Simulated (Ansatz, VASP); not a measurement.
## Two plane-wave programs on C

POSCAR

```
C
1.0
    1.2280263465      0.7090013417      3.3470108394
   -1.2280263465      0.7090013417      3.3470108394
    0.0000000000     -1.4180026834      3.3470108394
C
2
Direct
    0.0997770184      0.1812084961      0.2110144855
    0.8360000000      0.8360000000      0.8360000000
```

INCAR.step1

```
SYSTEM = C
PREC = Accurate
ENCUT = 520
ISMEAR = 0
SIGMA = 0.05
LREAL = .FALSE.
LASPH = .TRUE.
NELM = 60
NBANDS = 11
GGA = PE
ALGO = Normal
EDIFF = 1E-4
LWAVE = .TRUE.
LCHARG = .FALSE.
```

Contents of INCAR.step2:

```
SYSTEM = C
PREC = Accurate
ENCUT = 520
EDIFF = 1E-6
ISMEAR = 0
SIGMA = 0.05
LREAL = .FALSE.
LASPH = .TRUE.
NELM = 60
ALGO = Normal
ISIF = 2
LWAVE = .FALSE.
LCHARG = .TRUE.
METAGGA = R2SCAN
LMIXTAU = .TRUE.
LELF = .TRUE.
LVHAR = .TRUE.
NBANDS = 11
ISTART = 1
```

Contents of KPOINTS:

```
Automatic mesh
0
G
  12 12 12
  0 0 0
```

Input for Ansatz:

```yaml
crystal:
  lattice:
    - [1.2280263465, 0.7090013417, 3.3470108394]
    - [-1.2280263465, 0.7090013417, 3.3470108394]
    - [0.0, -1.4180026834, 3.3470108394]
  atoms:
    - { symbol: C, position: [0.0997770184, 0.1812084961, 0.2110144855] }
    - { symbol: C, position: [0.836, 0.836, 0.836] }
basis:
  ecutwfc: 500
kpoints:
  mp_grid: { grid: [12, 12, 12] }
hamiltonian:
  xc: r2scan
scf:
  occupations: { method: gaussian, width: 0.05 }
output:
  forces: true
  stress: true
  eigenvalues: true
```

Alike in both runs: task single point; functional r2SCAN; k mesh 12 × 12 × 12; occupations gaussian, width 0.05 eV; no spin polarisation.

|  | VASP | Ansatz |
| --- | --- | --- |
| version | VASP 6.6.1 | Ansatz 0.2.0 |
| potentials or method | VASP PAW PBE potentials, release 64 (C), cutoff 520 eV | scalar-relativistic, plane waves, PAW |
| valence electrons in the cell | 8 | 8 |

```csv
,VASP,Ansatz,Ansatz less VASP
gap on the k mesh at the Fermi level (eV),0.21,0.21,-0.004
least direct gap on the mesh (eV),0.21,0.21,-0.004
pressure (GPa),9.0,8.5,-0.56
"traceless stress, the component that is largest in VASP (GPa)",15.24,14.59,-0.642
rms of the force components (eV/Å),4.071,4.064,-0.0069
```

VASP's potentials were made for PBE, not for r2SCAN. Atom by atom the forces differ by 0.012 eV/Å (rms over components).
